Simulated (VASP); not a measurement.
A run of VASP 6.6.1 is set up as follows.

Contents of INCAR:

```
PREC = Accurate ; ENCUT = 600
EDIFF = 1E-7 ; ISMEAR = 0
SIGMA = 0.1 ; LREAL = F
LASPH = T ; NELM = 120
ALGO = Normal ; ISIF = 3
LWAVE = F ; LCHARG = F
GGA = PE ; IBRION = 2
NSW = 90 ; EDIFFG = -0.04
GGA_COMPAT = F ; NELMIN = 4
```

File KPOINTS:

```
Automatic mesh
0
Gamma
  6 6 4
```

File POSCAR:

```
Sc2SiF2
1.0
    3.5127154600      0.0000000000      0.0000000000
   -1.7563577300      3.0421008200      0.0000000000
    0.0000000000      0.0000000000      6.2429809200
Sc Si F
2 1 2
Direct
    0.3333333300      0.6666666700      0.2899999900
    0.6666666700      0.3333333300      0.7100000100
    0.0000000000      0.0000000000      0.0000000000
    0.3333333300      0.6666666700      0.6200000000
    0.6666666700      0.3333333300      0.3800000000
```

Potentials or basis: VASP PAW PBE potentials, release 64 (Sc_sv, Si, F).

Run with:

```bash
$ cat potpaw_PBE.64/Sc_sv/POTCAR potpaw_PBE.64/Si/POTCAR potpaw_PBE.64/F/POTCAR > POTCAR
$ mpirun -np 1 vasp_std > vasp.out
```

**Question.** Estimate the band gap on the k mesh.

**Answer.** Zero (bands 20 and 21 overlap by 0.27 eV).

**Question.** Estimate the relaxed volume.

**Answer.** 15.53 Å³/atom.

Final structure:
```
Sc Si F
1.0
     3.73521    0.00000    0.00000
    -1.86760    3.23479    0.00000
     0.00000    0.00000    6.42453
Sc Si F
2 1 2
Direct
  0.33333 0.66667 0.24895
  0.66667 0.33333 0.75105
  0.00000 0.00000 0.00000
  0.33333 0.66667 0.60342
  0.66667 0.33333 0.39658
```

Caveat: the volume moved by over 15 % at a fixed basis, so the end points are rough; semilocal functionals underestimate gaps, and a narrow one can read as zero.
